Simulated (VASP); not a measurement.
# Rb (Fd-3m) in VASP: further runs

Rb is run at these levels: r2SCAN; tasks: single point.

Program: VASP 6.6.1. These are calculated values, not measurements. Logs are shortened: lines on timing, memory, paths and dates and some standing lists are left out, and cuts for length are marked.

### 1 The cell of the first run

Symmetry: Fd-3m, No. 227, cubic system. The conventional cell has a = 10.700 Å, b = 10.700 Å, c = 10.700 Å, α = 90.00°, β = 90.00°, γ = 90.00°.

### 2 Single point, r2SCAN (volume scaled by 1.08)

POSCAR reads:

```
Rb
1.0
    0.0000000000      5.3499906944      5.3499906944
    5.3499906944      0.0000000000      5.3499906944
    5.3499906944      5.3499906944      0.0000000000
Rb
2
Direct
    0.1250000000      0.1250000000      0.1250000000
    0.8750000000      0.8750000000      0.8750000000
```

INCAR.step1 reads:

```
SYSTEM = Rb
PREC = Accurate
ENCUT = 520
ISMEAR = -1
SIGMA = 0.1
LREAL = .False.
LASPH = .True.
NELM = 100
NBANDS = 16
GGA = PE
ALGO = Normal
EDIFF = 1E-4
LWAVE = .True.
LCHARG = .False.
```

INCAR.step2 reads:

```
SYSTEM = Rb
PREC = Accurate
ENCUT = 520
EDIFF = 1E-6
ISMEAR = -1
SIGMA = 0.1
LREAL = .False.
LASPH = .True.
NELM = 100
ALGO = Normal
ISIF = 2
LWAVE = .False.
LCHARG = .False.
METAGGA = R2SCAN
LMIXTAU = .True.
NBANDS = 16
ISTART = 1
```

KPOINTS reads:

```
Automatic mesh
0
Gamma
  6 6 6
  0 0 0
```

Potentials or basis: VASP PAW PBE potentials, release 64 (Rb_sv).

Run with:

```sh
cat potpaw_PBE.64/Rb_sv/POTCAR > POTCAR
cp INCAR.step1 INCAR
mpirun -np 1 vasp_std > vasp.out
cp INCAR.step2 INCAR
mpirun -np 1 vasp_std > vasp.out
```

OUTCAR:

```text
SYSTEM = Rb
   PREC = Accurate
   ENCUT = 520
   EDIFF = 1E-6
   ISMEAR = -1
   LREAL = .False.
   LASPH = .True.
   NELM = 100
   ISIF = 2
   METAGGA = R2SCAN
   ISTART = 1

 ion  position               nearest neighbor table
   1  0.125  0.125  0.125-   2 4.63   2 4.63   2 4.63   2 4.63
   2  0.875  0.875  0.875-   1 4.63   1 4.63   1 4.63   1 4.63

  LATTYP: Found a face centered cubic cell.
 ALAT       =    10.6999813888

  Lattice vectors:

 A1 = (   0.0000000000,   5.3499906944,   5.3499906944)
 A2 = (   5.3499906944,   0.0000000000,   5.3499906944)
 A3 = (   5.3499906944,   5.3499906944,   0.0000000000)

Analysis of symmetry for initial positions (statically):
=====================================================================
 Subroutine PRICEL returns:
 Original cell was already a primitive cell.

 Routine SETGRP: Setting up the symmetry group for a
 face centered cubic supercell.

 Subroutine GETGRP returns: Found 48 space group operations
 (whereof 12 operations were pure point group operations)
 out of a pool of 48 trial point group operations.

The static configuration has the point symmetry D_3d.
 The point group associated with its full space group is O_h .

Analysis of symmetry for dynamics (positions and initial velocities):
=====================================================================
 Subroutine PRICEL returns:
 Original cell was already a primitive cell.

 Routine SETGRP: Setting up the symmetry group for a
 face centered cubic supercell.

 Subroutine GETGRP returns: Found 48 space group operations
 (whereof 12 operations were pure point group operations)
 out of a pool of 48 trial point group operations.

The dynamic configuration has the point symmetry D_3d.
 The point group associated with its full space group is O_h .

 Subroutine INISYM returns: Found 48 space group operations
 (whereof 12 operations are pure point group operations),
 and found     1 'primitive' translations

----------------------------------------------------------------------------------------

                                     Primitive cell

  volume of cell :     306.2592

  direct lattice vectors                    reciprocal lattice vectors
     0.000000000  5.349990694  5.349990694    -0.093458106  0.093458106  0.093458106
     5.349990694  0.000000000  5.349990694     0.093458106 -0.093458106  0.093458106
     5.349990694  5.349990694  0.000000000     0.093458106  0.093458106 -0.093458106

  length of vectors
     7.566029399  7.566029399  7.566029399     0.161874189  0.161874189  0.161874189

[... 70 lines left out ...]
   NELM   =    100;   NELMIN=  2; NELMDL=  0     # of ELM steps
   EDIFF  = 0.1E-05   stopping-criterion for ELM
   LREAL  =      F    real-space projection
   EDIFFG = 0.1E-04   stopping-criterion for IOM
   NSW    =      0    number of steps for IOM
   IBRION =     -1    ionic relax: 0-MD 1-quasi-New 2-CG
   NFREE  =      0    steps in history (QN), initial steepest desc. (CG)
   ISIF   =      2    stress and relaxation
   ISYM   =      2    0-nonsym 1-usesym 2-fastsym
   POTIM  = 0.5000    time-step for ionic-motion
   TEBEG  =    0.0;   TEEND  =   0.0 temperature during run
   PSTRESS=    0.0 pullay stress
   NELECT =      18.0000    total number of electrons
   NUPDOWN=      -1.0000    fix difference up-down
   EMIN   =  10.00;   EMAX   =-10.00  energy-range for DOS
   EFERMI =   0.00;   METHOD = LEGACY
   ISMEAR =    -1;   SIGMA  =   0.10  broadening in eV -4-tet -1-fermi 0-gaus
   EFERMI_NEDOS =   21; number of points for ismear=-14 and -15
   IALGO  =     38    algorithm
   IMIX   =      4    mixing-type and parameters
     AMIX     =   0.40;   BMIX     =  1.00
     AMIX_MAG =   1.60;   BMIX_MAG =  1.00
  volume/ion in A,a.u.               =     153.13      1033.37
  Fermi-wavevector in a.u.,A,eV,Ry     =   0.636506  1.202822  5.512266  0.405140
  Thomas-Fermi vector in A             =   1.701199
   LORBIT       =      0    0 simple, 1 ext, 2 COOP (PROOUT), +10 PAW based schemes
   METAGGA = R2SCAN    functional components
   LHFCALC =     F    Hartree Fock is set to
   AEXX    =    0.0000 exact exchange contribution
   IVDW    =     0    specifies the selected vdW correction
   LEPSILON=     F    determine dielectric tensor
   LRPA    =     F    only Hartree local field effects (RPA)
 non-spin polarized calculation
  energy-cutoff  :      520.00
  volume of cell :      306.26
 maximum number of plane-waves:      8291
   NGX = 29   NGY = 29   NGZ = 29

 number of electron      18.0000000 magnetization

 Free energy of the ion-electron system (eV)
  ---------------------------------------------------
  ext. energy  EPLUGINS =         0.00000000
  ---------------------------------------------------
  free energy    TOTEN  =       -27.24505314 eV

  energy without entropy =      -27.18786449  energy(sigma->0) =      -27.21645882

 E-fermi :  -0.7760     XC(G=0):  -4.4421

 val. band max:       -0.8215936980   @ k =   0.5000   0.0000   0.0000
 cond. band min:      -0.7626595607   @ k =   0.5000   0.5000   0.0000
 fundamental gap:      0.0589341373
 Fermi energy:        -0.7760072758

 k-point     1 :       0.0000    0.0000    0.0000
  band No.  band energies     occupation
      1     -31.3664      2.00000
      2     -31.3576      2.00000
      3     -14.9163      2.00000
      4     -14.9163      2.00000
      5     -14.9163      2.00000
      6     -14.8581      2.00000
[... 281 lines left out ...]
      3     -14.9286      2.00000
      4     -14.9286      2.00000
      5     -14.8878      2.00000
      6     -14.8878      2.00000
[... 8 lines left out ...]
     15       2.0953      0.00000
     16       2.0953      0.00000

------------------------ aborting loop because EDIFF is reached ----------------------------------------

  FORCE on cell =-STRESS in cart. coord.  units (eV):
  Direction    XX          YY          ZZ          XY          YZ          ZX
  --------------------------------------------------------------------------------------
  -------------------------------------------------------------------------------------
  Total       -0.0961342     -0.0961342     -0.0961342     -0.0000000     -0.0000000      0.0000000
  in kB       -0.5029205     -0.5029205     -0.5029205     -0.0000000     -0.0000000      0.0000000
  external PRESSURE =      -0.5029205 kB  Pullay stress =       0.0000000 kB

 VOLUME and BASIS-vectors are now :
 -----------------------------------------------------------------------------
  energy-cutoff  :      520.00
  volume of cell :      306.26
      direct lattice vectors                 reciprocal lattice vectors
     0.000000000  5.349990694  5.349990694    -0.093458106  0.093458106  0.093458106
     5.349990694  0.000000000  5.349990694     0.093458106 -0.093458106  0.093458106
     5.349990694  5.349990694  0.000000000     0.093458106  0.093458106 -0.093458106

 POSITION                                       TOTAL-FORCE (eV/Angst)
 -----------------------------------------------------------------------------------
      1.33750      1.33750      1.33750        -0.000000     -0.000000     -0.000000
      9.36248      9.36248      9.36248         0.000000      0.000000      0.000000
 -----------------------------------------------------------------------------------
    total drift:                                0.000000      0.000000     -0.000000

  FREE ENERGIE OF THE ION-ELECTRON SYSTEM (eV)
  ---------------------------------------------------
  free  energy   TOTEN  =       -27.2450531444 eV

  energy  without entropy=      -27.1878644877  energy(sigma->0) =      -27.21645882
```

OUTCAR.step1:

```text
SYSTEM = Rb
   PREC = Accurate
   ENCUT = 520
   ISMEAR = -1
   LREAL = .False.
   LASPH = .True.
[... 515 lines left out ...]
      1.33750      1.33750      1.33750        -0.000000     -0.000000     -0.000000
      9.36248      9.36248      9.36248         0.000000      0.000000      0.000000
 -----------------------------------------------------------------------------------
    total drift:                                0.000000      0.000000     -0.000000

  FREE ENERGIE OF THE ION-ELECTRON SYSTEM (eV)
  ---------------------------------------------------
  free  energy   TOTEN  =        -1.3709047186 eV

  energy  without entropy=       -1.3157298060  energy(sigma->0) =       -1.34331726
```

Run time: 4.8 min. Hardware: 1 thread of AMD EPYC 9R45 (Zen 5), shared host; peak memory 0.44 GiB.

Results:

| Quantity | Value |
| --- | --- |
| Free energy | -27.2451 eV |
| Pressure | -0.1 GPa |
| Band gap on the k mesh | zero (band 9 reaches -0.65 eV, above the bottom of band 10 at -0.82 eV) |

Levels at points of the mesh, in eV from the Fermi level:
| k point | band 5 | band 6 | band 7 | band 8 | band 9 | band 10 | band 11 | band 12 | band 13 | band 14 |
| --- | --- | --- | --- | --- | --- | --- | --- | --- | --- | --- |
| (0.00, 0.00, 0.00) | -14.14 | -14.08 | -14.08 | -14.08 | -1.52 | 2.10 | 2.10 | 2.10 | 2.38 | 2.38 |
| (0.50, 0.00, 0.00) | -14.14 | -14.09 | -14.08 | -14.08 | -0.58 | -0.05 | 1.88 | 1.88 | 2.20 | 2.20 |
| (0.50, 0.50, 0.00) | -14.11 | -14.11 | -14.07 | -14.07 | 0.01 | 0.01 | 1.26 | 1.26 | 1.52 | 1.52 |

Caveat: the PAW data sets were made with another functional, which shifts forces and pressure a little.

### 3 Single point, r2SCAN (volume scaled by 1.12)

POSCAR reads:

```
Rb
1.0
    0.0000000000      5.4152409141      5.4152409141
    5.4152409141      0.0000000000      5.4152409141
    5.4152409141      5.4152409141      0.0000000000
Rb
2
Direct
    0.1250000000      0.1250000000      0.1250000000
    0.8750000000      0.8750000000      0.8750000000
```

INCAR.step1 reads:

```
SYSTEM = Rb
PREC = Accurate ; ENCUT = 520
ISMEAR = -1 ; SIGMA = 0.1
LREAL = .False. ; LASPH = .True.
NELM = 80 ; NBANDS = 16
GGA = PE ; ALGO = Normal
EDIFF = 1E-4 ; LWAVE = .True.
LCHARG = .False.
```

INCAR.step2 reads:

```
SYSTEM = Rb
PREC = Accurate ; ENCUT = 520
EDIFF = 1E-6 ; ISMEAR = -1
SIGMA = 0.1 ; LREAL = .False.
LASPH = .True. ; NELM = 80
ALGO = Normal ; ISIF = 2
LWAVE = .False. ; LCHARG = .False.
METAGGA = R2SCAN ; LMIXTAU = .True.
NBANDS = 16 ; ISTART = 1
```

KPOINTS is that of step 2.

Potentials or basis: VASP PAW PBE potentials, release 64 (Rb_sv).

Run with:

```sh
cat potpaw_PBE.64/Rb_sv/POTCAR > POTCAR
cp INCAR.step1 INCAR
mpirun -np 1 vasp_std > vasp.out
cp INCAR.step2 INCAR
mpirun -np 1 vasp_std > vasp.out
```

Wall time 6.8 min (1 thread of AMD EPYC 9R45 (Zen 5), shared host); peak memory 0.51 GiB.

It converged, with:

```yaml
Free_energy: -27.2407 eV
Pressure: -0.1 GPa
Band_gap_on_the_k_mesh: zero (band 9 reaches -0.72 eV, above the bottom of band 10 at -0.86 eV)
```

Levels at points of the mesh, in eV from the Fermi level:
| k point | band 6 | band 7 | band 8 | band 9 | band 10 | band 11 | band 12 | band 13 |
| --- | --- | --- | --- | --- | --- | --- | --- | --- |
| (0.00, 0.00, 0.00) | -14.08 | -14.08 | -14.08 | -1.48 | 2.07 | 2.07 | 2.07 | 2.35 |
| (0.50, 0.00, 0.00) | -14.08 | -14.08 | -14.08 | -0.57 | -0.03 | 1.88 | 1.88 | 2.14 |
| (0.50, 0.50, 0.00) | -14.11 | -14.07 | -14.07 | 0.01 | 0.01 | 1.27 | 1.27 | 1.48 |

Caveat: the PAW data sets were made with another functional, which shifts forces and pressure a little.
